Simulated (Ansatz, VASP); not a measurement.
# Two plane-wave programs on AlRu

```
CELL_PARAMETERS angstrom
2.99160 0.00000 -0.08975
0.00000 2.99160 0.00000
-0.08975 0.00000 2.99160
ATOMIC_POSITIONS crystal
Al 0.00000 0.00000 0.00000
Ru 0.50000 0.50000 0.50000
```

Change from the starting cell: strain -0.0600 x Voigt [0, 0, 0, 0, 1, 0], atoms carried along.

Alike in both runs: task single point; functional PBE; k mesh 16 × 16 × 16; occupations gaussian, width 0.15 eV; no spin polarisation.

```csv
,VASP,Ansatz
version,VASP 6.6.1,Ansatz 0.2.0
potentials or method,"VASP PAW PBE potentials, release 64 (Al, Ru_pv), cutoff 520 eV","scalar-relativistic, plane waves, PAW"
valence electrons in the cell,17,19
```

VASP gave:

* gap on the k mesh at the Fermi level (eV): none
* pressure (GPa): 3.3
* traceless stress, the component that is largest in VASP (GPa): 7.79

Task: What did Ansatz give for the same quantities?

Result: gap on the k mesh at the Fermi level (eV): none; pressure (GPa): 3.4; traceless stress, the component that is largest in VASP (GPa): 7.77.

A gap of «none» marks a metal or a gap that the smearing closes. The functional is the same, so the differences come from potentials, cutoffs and numerics. VASP's potentials hold 17 valence electrons a cell and Ansatz's 19, so a difference there can come from the potentials and not from the codes.
